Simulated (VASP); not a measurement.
# BAs (v.B) in VASP: single point with PBEsol+D4

Aim: the single point of BAs (v.B) with PBEsol+D4.

Program: VASP 6.6.1. These are calculated values, not measurements. Logs are shortened: lines on timing, memory, paths and dates and some standing lists are left out, and cuts for length are marked.

## (1) The cell of the first run

The cell holds a sheet with vacuum, 2 atoms: a = 3.356 Å, b = 3.356 Å, c = 23.800 Å, α = 90.00°, β = 90.00°, γ = 120.00°.

## (2) Single point, PBEsol+D4

The input, INCAR:

```
SYSTEM = BAs
ALGO = Normal ; DIPOL = 0.5 0.5 0.294
EDIFF = 1E-6 ; ENCUT = 420
GGA = PS ; GGA_COMPAT = .False.
IDIPOL = 3 ; ISIF = 2
ISMEAR = 0 ; IVDW = 13
LASPH = .True. ; LCHARG = .False.
LDIPOL = .True. ; LREAL = .False.
LWAVE = .False. ; NBANDS = 11
NELM = 120 ; NELMDL = -8
PREC = Accurate ; SIGMA = 0.03
```

The input, KPOINTS:

```
k-points
0
Gamma
  12 12 1
  0 0 0
```

The input, POSCAR:

```
BAs
1.0
    3.3562568125      0.0000000000      0.0000000000
   -1.6781284063      2.9066036613      0.0000000000
    0.0000000000      0.0000000000     23.8000000000
B As
1 1
Direct
    0.3333333333      0.6666666667      0.2941176471
    0.6666666667      0.3333333333      0.2941176471
```

Potentials or basis: VASP PAW PBE potentials, release 64 (B, As).

On the command line:

```bash
$ cat potpaw_PBE.64/B/POTCAR potpaw_PBE.64/As/POTCAR > POTCAR
$ mpirun -np 1 vasp_std > vasp.out
```

OUTCAR:

```text
SYSTEM = BAs
   EDIFF = 1E-6
   ENCUT = 420
   GGA = PS
   ISIF = 2
   ISMEAR = 0
   IVDW = 13
   LASPH = .True.
   LREAL = .False.
   NELM = 120
   NELMDL = -8
   PREC = Accurate

 ion  position               nearest neighbor table
   1  0.333  0.667  0.294-   2 1.94   2 1.94   2 1.94
   2  0.667  0.333  0.294-   1 1.94   1 1.94   1 1.94

  LATTYP: Found a hexagonal cell.
 ALAT       =     3.3562568125
 C/A-ratio  =     7.0912332785

  Lattice vectors:

 A1 = (   3.3562568125,   0.0000000000,   0.0000000000)
 A2 = (  -1.6781284063,   2.9066036613,   0.0000000000)
 A3 = (   0.0000000000,   0.0000000000,  23.8000000000)

Analysis of symmetry for initial positions (statically):
=====================================================================
 Subroutine PRICEL returns:
 Original cell was already a primitive cell.

 Routine SETGRP: Setting up the symmetry group for a
 hexagonal supercell.

 Subroutine GETGRP returns: Found 12 space group operations
 (whereof  6 operations were pure point group operations)
 out of a pool of 24 trial point group operations.

The static configuration has the point symmetry C_3v.
 The point group associated with its full space group is D_3h.

Analysis of symmetry for dynamics (positions and initial velocities):
=====================================================================
 Subroutine PRICEL returns:
 Original cell was already a primitive cell.

 Routine SETGRP: Setting up the symmetry group for a
 hexagonal supercell.

 Subroutine GETGRP returns: Found 12 space group operations
 (whereof  6 operations were pure point group operations)
 out of a pool of 24 trial point group operations.

The dynamic configuration has the point symmetry C_3v.
 The point group associated with its full space group is D_3h.

 Subroutine INISYM returns: Found 12 space group operations
 (whereof  6 operations are pure point group operations),
 and found     1 'primitive' translations

----------------------------------------------------------------------------------------

                                     Primitive cell

  volume of cell :     232.1763

  direct lattice vectors                    reciprocal lattice vectors
     3.356256812  0.000000000  0.000000000     0.297950978  0.172022077  0.000000000
    -1.678128406  2.906603661  0.000000000     0.000000000  0.344044155  0.000000000
     0.000000000  0.000000000 23.800000000     0.000000000  0.000000000  0.042016807

  length of vectors
     3.356256812  3.356256813 23.800000000     0.344044155  0.344044155  0.042016807

  position of ions in fractional coordinates (direct lattice)
     0.333333333  0.666666667  0.294117647
     0.666666667  0.333333333  0.294117647

  ion indices of the primitive-cell ions
   primitive index   ion index
                 1           1
                 2           2

----------------------------------------------------------------------------------------

 KPOINTS: k-points

Automatic generation of k-mesh.
 Grid dimensions read from file:
 generate k-points for:   12   12    1

 Generating k-lattice:

  Cartesian coordinates                     Fractional coordinates (reciprocal lattice)
     0.024829248  0.014335173  0.000000000     0.083333333  0.000000000  0.000000000
     0.000000000  0.028670346  0.000000000     0.000000000  0.083333333  0.000000000
     0.000000000  0.000000000  0.042016807     0.000000000  0.000000000  1.000000000

  Length of vectors
     0.028670346  0.028670346  0.042016807

  Shift w.r.t. Gamma in fractional coordinates (k-lattice)
     0.000000000  0.000000000  0.000000000

 Subroutine IBZKPT returns following result:
 ===========================================

 Found     19 irreducible k-points:

 Following reciprocal coordinates:
            Coordinates               Weight
  0.000000  0.000000  0.000000      1.000000
  0.083333 -0.000000  0.000000      6.000000
  0.166667 -0.000000  0.000000      6.000000
  0.250000  0.000000  0.000000      6.000000
  0.333333 -0.000000  0.000000      6.000000
  0.416667  0.000000  0.000000      6.000000
[... 11 lines left out ...]
  0.333333  0.250000  0.000000     12.000000
  0.333333  0.333333  0.000000      2.000000
   k-points           NKPTS =     19   k-points in BZ     NKDIM =     19   number of bands    NBANDS=     11
   number of dos      NEDOS =    301   number of ions     NIONS =      2
   total plane-waves  NPLWV =  92160
   dimension x,y,z NGX =    24 NGY =   24 NGZ =  160
   dimension x,y,z NGXF=    48 NGYF=   48 NGZF=  320
   ions per type =               1   1
   NGX,Y,Z   is equivalent  to a cutoff of  11.89, 11.89, 11.18 a.u.
   NGXF,Y,Z  is equivalent  to a cutoff of  23.78, 23.78, 22.35 a.u.
 SYSTEM =  BAs
   PREC   = accura    normal or accurate (medium, high low for compatibility)
   ISTART =      0    job   : 0-new  1-cont  2-samecut
   ICHARG =      2    charge: 1-file 2-atom 10-const
   ISPIN  =      1    spin polarized calculation?
   LNONCOLLINEAR =      F non collinear calculations
   LSORBIT =      F    spin-orbit coupling
   LASPH  =      T    aspherical Exc in radial PAW
   ENCUT  =  420.0 eV  30.87 Ry    5.56 a.u.   5.61  5.61 39.77*2*pi/ulx,y,z
   NELM   =    120;   NELMIN=  2; NELMDL= -8     # of ELM steps
   EDIFF  = 0.1E-05   stopping-criterion for ELM
   LREAL  =      F    real-space projection
   EDIFFG = 0.1E-04   stopping-criterion for IOM
   NSW    =      0    number of steps for IOM
   IBRION =     -1    ionic relax: 0-MD 1-quasi-New 2-CG
   NFREE  =      0    steps in history (QN), initial steepest desc. (CG)
   ISIF   =      2    stress and relaxation
   ISYM   =      2    0-nonsym 1-usesym 2-fastsym
   POTIM  = 0.5000    time-step for ionic-motion
   TEBEG  =    0.0;   TEEND  =   0.0 temperature during run
   PSTRESS=    0.0 pullay stress
   NELECT =       8.0000    total number of electrons
   NUPDOWN=      -1.0000    fix difference up-down
   EMIN   =  10.00;   EMAX   =-10.00  energy-range for DOS
   EFERMI =   0.00;   METHOD = LEGACY
   ISMEAR =     0;   SIGMA  =   0.03  broadening in eV -4-tet -1-fermi 0-gaus
   EFERMI_NEDOS =   21; number of points for ismear=-14 and -15
   IALGO  =     38    algorithm
   IMIX   =      4    mixing-type and parameters
     AMIX     =   0.40;   BMIX     =  1.00
     AMIX_MAG =   1.60;   BMIX_MAG =  1.00
  volume/ion in A,a.u.               =     116.09       783.40
  Fermi-wavevector in a.u.,A,eV,Ry     =   0.532720  1.006694  3.861203  0.283790
  Thomas-Fermi vector in A             =   1.556336
   LORBIT       =      0    0 simple, 1 ext, 2 COOP (PROOUT), +10 PAW based schemes
   GGA     = PS    functional components
   LHFCALC =     F    Hartree Fock is set to
   AEXX    =    0.0000 exact exchange contribution
   IVDW    =    13    specifies the selected vdW correction
   LEPSILON=     F    determine dielectric tensor
   LRPA    =     F    only Hartree local field effects (RPA)
 non-spin polarized calculation
 Gauss-broadening in eV      SIGMA  =   0.03
  energy-cutoff  :      420.00
  volume of cell :      232.18
 maximum number of plane-waves:      4591
 NGX is ok and might be reduce to    24
   NGX = 11   NGY = 11   NGZ = 79

 dipolmoment           0.000000      0.000000     -0.000000 electrons x Angstroem

 number of electron       8.0000000 magnetization

 dipolmoment           0.000000      0.000000      0.000000 electrons x Angstroem

 Free energy of the ion-electron system (eV)
  ---------------------------------------------------
  ext. energy  EPLUGINS =         0.00000000
  ---------------------------------------------------
  free energy    TOTEN  =       -11.24780146 eV

  energy without entropy =      -11.24780146  energy(sigma->0) =      -11.24780146

 E-fermi :  -3.5523     XC(G=0):  -1.8207

 val. band max:       -3.6965864760   @ k =   0.3333   0.3333   0.0000
 cond. band min:      -2.9649966839   @ k =   0.3333   0.3333   0.0000
 fundamental gap:      0.7315897921
 Fermi energy:        -3.5522611863

 k-point     1 :       0.0000    0.0000    0.0000
  band No.  band energies     occupation
      1     -17.6468      2.00000
      2      -7.7412      2.00000
      3      -5.1860      2.00000
      4      -5.1860      2.00000
      5       0.0031      0.00000
      6       0.4176      0.00000
      7       1.0443      0.00000
      8       1.1767      0.00000
      9       1.1767      0.00000
     10       1.3252      0.00000
     11       1.9620      0.00000

 k-point     2 :       0.0833   -0.0000    0.0000
  band No.  band energies     occupation
      1     -17.5486      2.00000
      2      -7.6298      2.00000
      3      -5.8211      2.00000
      4      -5.4048      2.00000
      5       0.1220      0.00000
      6       0.4629      0.00000
      7       1.1640      0.00000
      8       1.4426      0.00000
      9       1.5422      0.00000
     10       1.6096      0.00000
     11       2.0811      0.00000

 k-point     3 :       0.1667   -0.0000    0.0000
  band No.  band energies     occupation
      1     -17.2572      2.00000
      2      -7.2987      2.00000
      3      -7.2142      2.00000
      4      -5.9098      2.00000
      5       0.0676      0.00000
      6       0.4977      0.00000
      7       1.5134      0.00000
      8       1.8166      0.00000
      9       2.3570      0.00000
     10       2.6249      0.00000
     11       2.6318      0.00000
[... 197 lines left out ...]
 k-point    18 :       0.3333    0.2500    0.0000
  band No.  band energies     occupation
      1     -14.8536      2.00000
      2     -11.5668      2.00000
      3      -9.4342      2.00000
      4      -4.2086      2.00000
      5      -2.4792      0.00000
      6       2.3732      0.00000
      7       2.9425      0.00000
      8       4.1428      0.00000
      9       4.9732      0.00000
     10       5.6978      0.00000
     11       5.8878      0.00000

 k-point    19 :       0.3333    0.3333    0.0000
  band No.  band energies     occupation
      1     -14.6657      2.00000
      2     -11.6128      2.00000
      3      -9.8270      2.00000
      4      -3.6966      2.00000
      5      -2.9650      0.00000
      6       2.6335      0.00000
      7       3.0646      0.00000
      8       4.7933      0.00000
      9       5.5895      0.00000
     10       6.0007      0.00000
     11       6.4550      0.00000

------------------------ aborting loop because EDIFF is reached ----------------------------------------

 vacuum level on the upper side and lower side of the slab       (xc-potential included)        -0.009        -0.009

  DFT-D4 for vdW energy calculation

  Edisp (eV):   -0.14962

  FORCE on cell =-STRESS in cart. coord.  units (eV):
  Direction    XX          YY          ZZ          XY          YZ          ZX
  --------------------------------------------------------------------------------------
  -------------------------------------------------------------------------------------
  Total       0.26856     0.26856    -0.00675    -0.00000     0.00000     0.00000
  in kB       1.85327     1.85327    -0.04660    -0.00000     0.00000     0.00000
  external pressure =        1.22 kB  Pullay stress =        0.00 kB

 VOLUME and BASIS-vectors are now :
 -----------------------------------------------------------------------------
  energy-cutoff  :      420.00
  volume of cell :      232.18
      direct lattice vectors                 reciprocal lattice vectors
     3.356256812  0.000000000  0.000000000     0.297950978  0.172022077  0.000000000
    -1.678128406  2.906603661  0.000000000     0.000000000  0.344044155  0.000000000
     0.000000000  0.000000000 23.800000000     0.000000000  0.000000000  0.042016807

 POSITION                                       TOTAL-FORCE (eV/Angst)
 -----------------------------------------------------------------------------------
     -0.00000      1.93774      7.00000         0.000000     -0.000000     -0.000000
      1.67813      0.96887      7.00000        -0.000000      0.000000      0.000000
 -----------------------------------------------------------------------------------
    total drift:                                0.000000     -0.000000      0.000004

  FREE ENERGIE OF THE ION-ELECTRON SYSTEM (eV)
  ---------------------------------------------------
  free  energy   TOTEN  =       -11.3974245977 eV

  energy  without entropy=      -11.3974245977  energy(sigma->0) =      -11.39742460

 vacuum level on the upper side and lower side of the slab         1.233         1.233
```

Run time: 54 s. Hardware: 1 thread of Intel Xeon 6975P-C, shared host; peak memory 0.29 GiB.

Results:

```
Free energy                : -11.3974 eV
Band gap on the k mesh     : 0.73 eV, direct
Dispersion energy per atom : -0.075 eV
```

Caveat: the PAW data sets were made with another functional, which shifts forces and pressure a little.
